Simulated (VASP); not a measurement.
# AgRh (P-6m2) in VASP: a series of runs

The runs below take AgRh through single point, with PBE.

All numbers are computed with VASP 6.6.1; they aren't measurements. Logs are shortened: lines on timing, memory, paths and dates and some standing lists are left out, and cuts for length are marked.

### 1 The cell of the first run

Symmetry: P-6m2, No. 187, hexagonal system. Conventional cell: a = 2.778 Å, b = 2.778 Å, c = 4.809 Å, α = 90.00°, β = 90.00°, γ = 120.00°. Ag (site symmetry -6m2) has 6 Ag at 2.78 Å and 6 Rh at 2.89 Å within 3.7 Å. Rh (site symmetry -6m2) has 6 Rh at 2.78 Å and 6 Ag at 2.89 Å within 3.7 Å.

### 2 Single point, PBE, collinear spin, ferromagnetic start

INCAR

```
PREC     = Accurate       # precision mode
ENCUT    = 520            # plane-wave cutoff, eV
EDIFF    = 1E-6           # SCF threshold, eV
ISMEAR   = 0              # smearing method
SIGMA    = 0.1            # smearing width, eV
LREAL    = False          # projectors in reciprocal space
LASPH    = True           # aspherical terms in the spheres
NELM     = 150            # most SCF steps
ALGO     = Fast           # electronic algorithm
ISIF     = 2              # what is computed and relaxed
LWAVE    = False          # write WAVECAR
LCHARG   = True           # write CHGCAR
ISPIN    = 2              # spin polarisation
MAGMOM   = 0 1            # initial moments
LORBIT   = 11             # projections on sites
LMAXMIX  = 4              # l up to which the mixer works
GGA      = PE             # functional
LELF     = True           # ELF
LVHAR    = True         
NBANDS   = 24             # bands
```

KPOINTS

```
Automatic mesh
0
Gamma
  18 18 10
```

POSCAR

```
AgRh
1.0
    2.7775881998      0.0000000000      0.0000000000
   -1.3887940999      2.4054619423      0.0000000000
    0.0000000000      0.0000000000      4.8086020000
Ag Rh
1 1
Direct
    0.0000000000      0.0000000000      0.5000000000
    0.6666666667      0.3333333333      0.0000000000
```

Potentials or basis: VASP PAW PBE potentials, release 64 (Ag, Rh_pv).

The run is started by

```console
$ cat potpaw_PBE.64/Ag/POTCAR potpaw_PBE.64/Rh_pv/POTCAR > POTCAR
$ mpirun -np 1 vasp_std > vasp.out
```

OUTCAR:

```text
PREC = Accurate
   ENCUT = 520
   EDIFF = 1E-6
   ISMEAR = 0
   LREAL = False
   LASPH = True
   NELM = 150
   ISIF = 2
   ISPIN = 2
   LORBIT = 11
   GGA = PE

 ion  position               nearest neighbor table
   1  0.000  0.000  0.500-   2 2.89   2 2.89   2 2.89   2 2.89   2 2.89   2 2.89
   2  0.667  0.333  0.000-   1 2.89   1 2.89   1 2.89   1 2.89   1 2.89   1 2.89

  LATTYP: Found a hexagonal cell.
 ALAT       =     2.7775881998
 C/A-ratio  =     1.7312148721

  Lattice vectors:

 A1 = (   2.7775881998,   0.0000000000,   0.0000000000)
 A2 = (  -1.3887940999,   2.4054619423,   0.0000000000)
 A3 = (   0.0000000000,   0.0000000000,   4.8086020000)

Analysis of symmetry for initial positions (statically):
=====================================================================
 Subroutine PRICEL returns:
 Original cell was already a primitive cell.

 Routine SETGRP: Setting up the symmetry group for a
 hexagonal supercell.

 Subroutine GETGRP returns: Found 12 space group operations
 (whereof 12 operations were pure point group operations)
 out of a pool of 24 trial point group operations.

The static configuration has the point symmetry D_3h.

Analysis of symmetry for dynamics (positions and initial velocities):
=====================================================================
 Subroutine PRICEL returns:
 Original cell was already a primitive cell.

 Routine SETGRP: Setting up the symmetry group for a
 hexagonal supercell.

 Subroutine GETGRP returns: Found 12 space group operations
 (whereof 12 operations were pure point group operations)
 out of a pool of 24 trial point group operations.

The dynamic configuration has the point symmetry D_3h.

Analysis of structural, dynamic, and magnetic symmetry:
=====================================================================
 Subroutine PRICEL returns:
 Original cell was already a primitive cell.

 Routine SETGRP: Setting up the symmetry group for a
 hexagonal supercell.

 Subroutine GETGRP returns: Found 12 space group operations
 (whereof 12 operations were pure point group operations)
 out of a pool of 24 trial point group operations.

The overall configuration has the point symmetry D_3h.

 Subroutine INISYM returns: Found 12 space group operations
 (whereof 12 operations are pure point group operations),
 and found     1 'primitive' translations

[... 110 lines left out ...]
   EFERMI_NEDOS =   21; number of points for ismear=-14 and -15
   IALGO  =     68    algorithm
   IMIX   =      4    mixing-type and parameters
     AMIX     =   0.40;   BMIX     =  1.00
     AMIX_MAG =   1.60;   BMIX_MAG =  1.00
  volume/ion in A,a.u.               =      16.06       108.41
  Fermi-wavevector in a.u.,A,eV,Ry     =   1.525589  2.882945 31.666497  2.327422
  Thomas-Fermi vector in A             =   2.633739
   LORBIT       =     11    0 simple, 1 ext, 2 COOP (PROOUT), +10 PAW based schemes
   GGA     = PE    functional components
   LHFCALC =     F    Hartree Fock is set to
   AEXX    =    0.0000 exact exchange contribution
   IVDW    =     0    specifies the selected vdW correction
   LEPSILON=     F    determine dielectric tensor
   LRPA    =     F    only Hartree local field effects (RPA)
 spin polarized calculation
 RMM-DIIS sequential band-by-band and
 Gauss-broadening in eV      SIGMA  =   0.10
  energy-cutoff  :      520.00
  volume of cell :       32.13
 maximum number of plane-waves:       880
 NGX is ok and might be reduce to    24
   NGX = 11   NGY = 11   NGZ = 17

 number of electron      25.9999997 magnetization       0.5003695

 Free energy of the ion-electron system (eV)
  ---------------------------------------------------
  ext. energy  EPLUGINS =         0.00000000
  ---------------------------------------------------
  free energy    TOTEN  =        -9.44941235 eV

  energy without entropy =       -9.43650622  energy(sigma->0) =       -9.44295928

 E-fermi :   8.8993     XC(G=0): -12.7889

 val. band max:        8.8989533091   @ k =   0.3889   0.0000   0.2000
 cond. band min:       8.9014534116   @ k =   0.2222   0.1111   0.2000
 fundamental gap:      0.0025001025
 Fermi energy:         8.8992517089

 spin component 1

 k-point     1 :       0.0000    0.0000    0.0000
  band No.  band energies     occupation
      1     -37.0197      1.00000
      2     -37.0001      1.00000
      3     -37.0001      1.00000
      4       1.6706      1.00000
      5       3.0984      1.00000
      6       4.5712      1.00000
[... 637 lines left out ...]
     23      30.2780      0.00000
     24      31.0312      0.00000

 [... further k-points ...]

 spin component 2

 k-point     1 :       0.0000    0.0000    0.0000
  band No.  band energies     occupation
      1     -36.6484      1.00000
      2     -36.6484      1.00000
      3     -36.5645      1.00000
      4       1.6864      1.00000
      5       3.1254      1.00000
      6       4.5809      1.00000
[... 637 lines left out ...]
     23      30.8639      0.00000
     24      31.0767      0.00000

 [... further k-points ...]
[... 5 lines left out ...]
  --------------------------------------------------------------------------------------
  -------------------------------------------------------------------------------------
  Total       -0.3815416     -0.3815416     -0.4626350      0.0000000     -0.0000000      0.0000000
  in kB      -19.0268698    -19.0268698    -23.0708652      0.0000000     -0.0000000      0.0000000
  external PRESSURE =     -20.3748682 kB  Pullay stress =       0.0000000 kB

 VOLUME and BASIS-vectors are now :
 -----------------------------------------------------------------------------
  energy-cutoff  :      520.00
  volume of cell :       32.13
      direct lattice vectors                 reciprocal lattice vectors
     2.777588200  0.000000000  0.000000000     0.360024571  0.207860283  0.000000000
    -1.388794100  2.405461942  0.000000000     0.000000000  0.415720566  0.000000000
     0.000000000  0.000000000  4.808602000     0.000000000  0.000000000  0.207960651

 POSITION                                       TOTAL-FORCE (eV/Angst)
 -----------------------------------------------------------------------------------
      0.00000      0.00000      2.40430         0.000000     -0.000000      0.000000
      1.38879      0.80182      0.00000        -0.000000      0.000000      0.000000
 -----------------------------------------------------------------------------------
    total drift:                               -0.000000      0.000000      0.000000

  FREE ENERGIE OF THE ION-ELECTRON SYSTEM (eV)
  ---------------------------------------------------
  free  energy   TOTEN  =        -9.4494123462 eV

  energy  without entropy=       -9.4365062233  energy(sigma->0) =       -9.44295928

 total charge

# of ion       s       p       d       tot
------------------------------------------
    1        0.427   0.348   9.155   9.929
    2        0.349   6.185   7.085  13.619
--------------------------------------------------
tot          0.776   6.532  16.240  23.548

 magnetization (x)

# of ion       s       p       d       tot
------------------------------------------
    1       -0.003  -0.008   0.024   0.014
    2        0.001   0.000   0.489   0.490
--------------------------------------------------
tot         -0.002  -0.007   0.513   0.503
```

OSZICAR:

```text
N       E                     dE             d eps       ncg     rms          rms(c)
DAV:   1     0.227116676103E+03    0.22712E+03   -0.14738E+04 21336   0.114E+03
DAV:   2    -0.482120299964E+01   -0.23194E+03   -0.22294E+03 23736   0.337E+02
DAV:   3    -0.101289059655E+02   -0.53077E+01   -0.52910E+01 25184   0.561E+01
DAV:   4    -0.101569991625E+02   -0.28093E-01   -0.28086E-01 25432   0.404E+00
DAV:   5    -0.101573661588E+02   -0.36700E-03   -0.36684E-03 25072   0.463E-01    0.942E+00
RMM:   6    -0.950802995666E+01    0.64934E+00   -0.12359E+00 22091   0.750E+00    0.598E+00
RMM:   7    -0.947888799036E+01    0.29142E-01   -0.12586E-01 22857   0.257E+00    0.290E+00
RMM:   8    -0.945448101149E+01    0.24407E-01   -0.26119E-02 24370   0.108E+00    0.187E+00
RMM:   9    -0.944924626639E+01    0.52347E-02   -0.55769E-03 24655   0.553E-01    0.265E-01
RMM:  10    -0.944939160406E+01   -0.14534E-03   -0.52193E-04 26615   0.170E-01    0.852E-02
RMM:  11    -0.944940668434E+01   -0.15080E-04   -0.95403E-05 27983   0.693E-02    0.472E-02
RMM:  12    -0.944941280693E+01   -0.61226E-05   -0.18698E-05 26174   0.335E-02    0.173E-02
RMM:  13    -0.944941234622E+01    0.46071E-06   -0.52274E-06 24746   0.176E-02
   1 F= -.94494123E+01 E0= -.94429593E+01  d E =-.129061E-01  mag=     0.4999
```

stdout:

```text
POSCAR found type information on POSCAR AgRh
 POSCAR found :  2 types and       2 ions
 scaLAPACK will be used
 LDA part: xc-table for (Slater+PW92), standard interpolation
 POSCAR, INCAR and KPOINTS ok, starting setup
 FFT: planning ... GRIDC
 FFT: planning ... GRID_SOFT
 FFT: planning ... GRID
 WAVECAR not read
 entering main loop
```

It took 3.9 min on 1 thread of Intel Xeon Platinum 8259CL at 2.50GHz (Skylake/Cascade Lake), shared host; peak memory 0.37 GiB.

Results:

```yaml
Free_energy: -9.4494 eV
Pressure: -2.0 GPa
Net_moment: 0.50 μB per cell
Site_moments: Ag +0.01; Rh +0.49 μB
Valence_electrons_inside_the_program's_atomic_spheres: Ag 9.93; Rh 13.62
```

Stress tensor (GPa, compression positive):
```
-1.90  0.00  0.00
 0.00 -1.90  0.00
 0.00  0.00 -2.31
```

Levels at points of the mesh, in eV from the Fermi level:
Spin up:
```tsv
k point	band 11	band 12	band 13	band 14	band 15	band 16
(0.00, 0.00, 0.00)	-2.00	-2.00	-0.17	-0.17	0.11	5.20
(0.50, 0.00, 0.00)	-1.74	-0.38	0.88	1.76	3.89	8.33
(0.00, 0.00, 0.50)	-2.63	-1.80	-1.80	-0.21	-0.21	11.46
(0.50, 0.00, 0.50)	-0.87	-0.36	0.88	1.66	2.39	6.39
```
Spin down:
| k point | band 9 | band 10 | band 11 | band 12 | band 13 | band 14 | band 15 | band 16 | band 17 | band 18 |
| --- | --- | --- | --- | --- | --- | --- | --- | --- | --- | --- |
| (0.00, 0.00, 0.00) | -3.13 | -3.13 | -1.73 | -1.73 | 0.13 | 0.30 | 0.30 | 5.34 | 16.56 | 17.17 |
| (0.50, 0.00, 0.00) | -2.56 | -2.26 | -1.56 | 0.05 | 1.19 | 1.81 | 4.00 | 8.37 | 8.64 | 11.66 |
| (0.00, 0.00, 0.50) | -3.21 | -3.21 | -2.41 | -1.55 | -1.55 | 0.27 | 0.27 | 11.51 | 12.49 | 16.76 |
| (0.50, 0.00, 0.50) | -2.26 | -1.71 | -0.42 | -0.11 | 1.19 | 1.68 | 2.44 | 6.46 | 7.92 | 14.57 |

### 3 Single point, PBE, collinear spin, ferromagnetic start

INCAR

```
PREC     = Accurate       # precision mode
ENCUT    = 520            # plane-wave cutoff, eV
EDIFF    = 1E-6           # SCF threshold, eV
ISMEAR   = 0              # smearing method
SIGMA    = 0.1            # smearing width, eV
LREAL    = F              # projectors in reciprocal space
LASPH    = T              # aspherical terms in the spheres
NELM     = 150            # most SCF steps
ALGO     = Fast           # electronic algorithm
ISIF     = 2              # what is computed and relaxed
LWAVE    = F              # write WAVECAR
LCHARG   = F              # write CHGCAR
ISPIN    = 2              # spin polarisation
MAGMOM   = 0 2.5          # initial moments
LORBIT   = 11             # projections on sites
LMAXMIX  = 4              # l up to which the mixer works
GGA      = PE             # functional
NBANDS   = 24             # bands
```

KPOINTS is that of step 2.

POSCAR is that of step 2.

Potentials or basis: VASP PAW PBE potentials, release 64 (Ag, Rh_pv).

The run is started by

```console
$ cat potpaw_PBE.64/Ag/POTCAR potpaw_PBE.64/Rh_pv/POTCAR > POTCAR
$ mpirun -np 1 vasp_std > vasp.out
```

OUTCAR:

```text
PREC = Accurate
   ENCUT = 520
   EDIFF = 1E-6
   ISMEAR = 0
   LREAL = F
   LASPH = T
   NELM = 150
   ISIF = 2
   ISPIN = 2
   LORBIT = 11
   GGA = PE

 ion  position               nearest neighbor table
   1  0.000  0.000  0.500-   2 2.89   2 2.89   2 2.89   2 2.89   2 2.89   2 2.89
   2  0.667  0.333  0.000-   1 2.89   1 2.89   1 2.89   1 2.89   1 2.89   1 2.89

  LATTYP: Found a hexagonal cell.
 ALAT       =     2.7775881998
 C/A-ratio  =     1.7312148721

  Lattice vectors:
[... 1513 lines left out ...]
  in kB      -18.9447157    -18.9447157    -23.1534275     -0.0000000      0.0000000      0.0000000
  external PRESSURE =     -20.3476196 kB  Pullay stress =       0.0000000 kB

 VOLUME and BASIS-vectors are now :
 -----------------------------------------------------------------------------
  energy-cutoff  :      520.00
  volume of cell :       32.13
      direct lattice vectors                 reciprocal lattice vectors
     2.777588200  0.000000000  0.000000000     0.360024571  0.207860283  0.000000000
    -1.388794100  2.405461942  0.000000000     0.000000000  0.415720566  0.000000000
     0.000000000  0.000000000  4.808602000     0.000000000  0.000000000  0.207960651

 POSITION                                       TOTAL-FORCE (eV/Angst)
 -----------------------------------------------------------------------------------
      0.00000      0.00000      2.40430        -0.000000      0.000000      0.000000
      1.38879      0.80182      0.00000         0.000000      0.000000      0.000000
 -----------------------------------------------------------------------------------
    total drift:                               -0.000000      0.000000      0.000000

  FREE ENERGIE OF THE ION-ELECTRON SYSTEM (eV)
  ---------------------------------------------------
  free  energy   TOTEN  =        -9.4494124510 eV

  energy  without entropy=       -9.4364990046  energy(sigma->0) =       -9.44295573

 total charge

# of ion       s       p       d       tot
------------------------------------------
    1        0.427   0.348   9.155   9.929
    2        0.349   6.185   7.085  13.619
--------------------------------------------------
tot          0.776   6.532  16.240  23.548

 magnetization (x)

# of ion       s       p       d       tot
------------------------------------------
    1       -0.003  -0.008   0.024   0.014
    2        0.001   0.000   0.487   0.488
--------------------------------------------------
tot         -0.002  -0.007   0.511   0.502
```

It took 4.6 min on 1 thread of Intel Xeon Platinum 8259CL at 2.50GHz (Skylake/Cascade Lake), shared host; peak memory 0.37 GiB.

What came out:

```
Free energy                                           : -9.4494 eV
Pressure                                              : -2.0 GPa
Net moment                                            : 0.50 μB per cell
Site moments                                          : Ag +0.01; Rh +0.49 μB
Valence electrons inside the program's atomic spheres : Ag 9.93; Rh 13.62
```

Stress tensor (GPa, compression positive):
```
-1.89  0.00  0.00
 0.00 -1.89  0.00
 0.00  0.00 -2.32
```
